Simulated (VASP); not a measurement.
Here is a VASP 6.6.1 calculation.

Contents of INCAR:

```
ALGO = Normal
EDIFF = 1E-6
ENCUT = 520
GGA = RE
ISIF = 2
ISMEAR = -1
LASPH = True
LCHARG = True
LELF = True
LREAL = False
LVHAR = True
LWAVE = False
NBANDS = 10
NELM = 60
PREC = Accurate
SIGMA = 0.1
```

KPOINTS

```
k-points
0
Gamma
  10 10 10
```

POSCAR

```
Al
1.0
    0.0000000000      3.0425274299      3.0425274299
    3.0425274299      0.0000000000      3.0425274299
    3.0425274299      3.0425274299      0.0000000000
Al
2
Direct
    0.1250000000      0.1250000000      0.1250000000
    0.8750000000      0.8750000000      0.8750000000
```

Potentials or basis: VASP PAW PBE potentials, release 64 (Al).

Launch:

```console
$ cat potpaw_PBE.64/Al/POTCAR > POTCAR
$ mpirun -np 1 vasp_std > vasp.out
```

Question: What does it give for the band gap on the k mesh?

Answer: Zero (band 3 reaches 4.78 eV, above the bottom of band 4 at 1.45 eV).

Question: Estimate the pressure.

Answer: -0.1 GPa.

Caveat: the PAW data sets were made with another functional, which shifts forces and pressure a little.
